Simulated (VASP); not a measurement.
Wanted: the native input for a VASP 6.6.1 run.

| Property | Result |
| --- | --- |
| Task | single point |
| Functional | PBE |
| Potentials or basis | VASP PAW PBE potentials, release 64 (Ti_sv, Si, W_sv) |
| Cutoff | 520 eV |
| k mesh | 6 × 6 × 4 |
| Occupations | gaussian, width 0.1 eV |
| Spin | no spin polarisation |
| Dipole correction | no |
| Further INCAR settings | ALGO = Normal; EDIFF = 1e-07; NBANDS = 27 |

The structure of TiSi3W lies in POSCAR:

```
TiSi3W
1.0
    4.9602608643      0.0000000000      0.0000000000
   -2.4801304321      4.2957119179      0.0000000000
    0.0000000000      0.0000000000      4.6313655695
Ti Si W
1 3 1
Direct
    0.0000000000      0.0000000000      0.5000000000
    0.5000000000      0.0000000000      0.5000000000
    0.0000000000      0.5000000000      0.5000000000
    0.5000000000      0.5000000000      0.5000000000
    0.0000000000      0.0000000000      0.0000000000
```

The cell was generated, and may not be a known phase.

The input as run:

INCAR

```
ALGO     = Normal         # electronic algorithm
EDIFF    = 1E-7           # SCF threshold, eV
ENCUT    = 520            # plane-wave cutoff, eV
GGA      = PE             # functional
ISIF     = 2              # what is computed and relaxed
ISMEAR   = 0              # smearing method
LASPH    = True           # aspherical terms in the spheres
LCHARG   = False          # write CHGCAR
LREAL    = False          # projectors in reciprocal space
LWAVE    = False          # write WAVECAR
NBANDS   = 27             # bands
NELM     = 100            # most SCF steps
PREC     = Accurate       # precision mode
SIGMA    = 0.1            # smearing width, eV
```

KPOINTS

```
k-points
0
Gamma
  6 6 4
```

Potentials or basis: VASP PAW PBE potentials, release 64 (Ti_sv, Si, W_sv).

Launch:

```sh
$ cat potpaw_PBE.64/Ti_sv/POTCAR potpaw_PBE.64/Si/POTCAR potpaw_PBE.64/W_sv/POTCAR > POTCAR
$ mpirun -np 1 vasp_std > vasp.out
```

Results of the run:

```
Pressure               : 0.2 GPa
Band gap on the k mesh : zero (bands 19 and 20 overlap by 0.91 eV)
```

Caveat: spin-orbit coupling is left out, which moves the levels of the heavy elements.

Run time: 56 s on 1 thread of AMD EPYC 7R13 Processor (Zen 3), on a shared host, peak memory 0.22 GiB.
